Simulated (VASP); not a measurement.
Write the native input for VASP 6.6.1 that does the following.

* Task: single point
* Functional: PBEsol
* Potentials or basis: VASP PAW PBE potentials, release 64 (Ti_sv, Al)
* Cutoff: 520 eV
* k mesh: 24 × 24 × 14
* Occupations: gaussian, width 0.15 eV
* Spin: no spin polarisation
* Dipole correction: no
* Further INCAR settings: ALGO = Fast; EDIFF = 1e-07; NBANDS = 14

The structure of TiAl lies in POSCAR:

```
TiAl
1.0
    3.0756469875      0.0000000000      0.0000000000
   -1.5378234937      2.6635884242      0.0000000000
    0.0000000000      0.0000000000      4.2503491602
Ti Al
1 1
Direct
    0.0000000000      0.0000000000      0.0000000000
    0.3333333333      0.6666666667      0.5000000000
```

This cell differs from its parent crystal: strain +0.080 along x and y, -0.080 along z.

The input as run:

INCAR

```
PREC     = Accurate       # precision mode
ENCUT    = 520            # plane-wave cutoff, eV
EDIFF    = 1E-7           # SCF threshold, eV
ISMEAR   = 0              # smearing method
SIGMA    = 0.15           # smearing width, eV
LREAL    = F              # projectors in reciprocal space
LASPH    = T              # aspherical terms in the spheres
NELM     = 80             # most SCF steps
ALGO     = Fast           # electronic algorithm
ISIF     = 2              # what is computed and relaxed
LWAVE    = F              # write WAVECAR
LCHARG   = F              # write CHGCAR
GGA      = PS             # functional
NBANDS   = 14             # bands
```

KPOINTS

```
Automatic mesh
0
Gamma
  24 24 14
```

Potentials or basis: VASP PAW PBE potentials, release 64 (Ti_sv, Al).

Launch:

```bash
$ cat potpaw_PBE.64/Ti_sv/POTCAR potpaw_PBE.64/Al/POTCAR > POTCAR
$ mpirun -np 1 vasp_std > vasp.out
```

Results of the run:

```json
{
  "Pressure": "-4.0 GPa"
}
```

Caveat: the cell differs from its parent crystal (strain +0.080 along x and y, -0.080 along z); the PAW data sets were made with another functional, which shifts forces and pressure a little.

Wall time 2.9 min on 1 thread of Intel(R) Xeon(R) 6975P-C (Granite Rapids) (shared host), peak memory 0.35 GiB.
